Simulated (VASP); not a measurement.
A run of VASP 6.6.1 is set up as follows.

File INCAR:

```
SYSTEM = O
PREC     = Accurate       ! precision mode
ENCUT    = 600            ! plane-wave cutoff, eV
EDIFF    = 1E-6           ! SCF threshold, eV
ISMEAR   = -1             ! smearing method
SIGMA    = 0.1            ! smearing width, eV
LREAL    = .False.        ! projectors in reciprocal space
LASPH    = .True.         ! aspherical terms in the spheres
NELM     = 120            ! most SCF steps
ALGO     = Normal         ! electronic algorithm
ISIF     = 2              ! what is computed and relaxed
LWAVE    = .False.        ! write WAVECAR
LCHARG   = .False.        ! write CHGCAR
GGA      = PS             ! functional
NBANDS   = 13             ! bands
GGA_COMPAT= .False.
```

The input KPOINTS:

```
regular mesh
0
Gamma
  5 5 5
  0 0 0
```

The input POSCAR:

```
O
1.0
    1.4233500000      0.8217720000      3.4083000000
   -1.4233500000      0.8217720000      3.4083000000
    0.0000000000     -1.6435430000      3.4083000000
O
2
Direct
    0.0577000000      0.0577000000      0.0577000000
    0.9423000000      0.9623000000      0.9423000000
```

Potentials or basis: VASP PAW PBE potentials, release 64 (O).

Command:

```bash
$ cat potpaw_PBE.64/O/POTCAR > POTCAR
$ mpirun -np 1 vasp_std > vasp.out
```

(1) What does it give for the pressure?

(2) What does it give for the band gap on the k mesh?

Answers

(1) 27.7 GPa.

(2) zero (band 6 reaches 1.76 eV, above the bottom of band 7 at 0.68 eV).

Caveat: the k points lie up to 0.52 Å⁻¹ apart; the standard files for N, O and F lose accuracy on very short bonds; spin is off for a triplet molecule; the PAW data sets were made with another functional, which shifts forces and pressure a little.
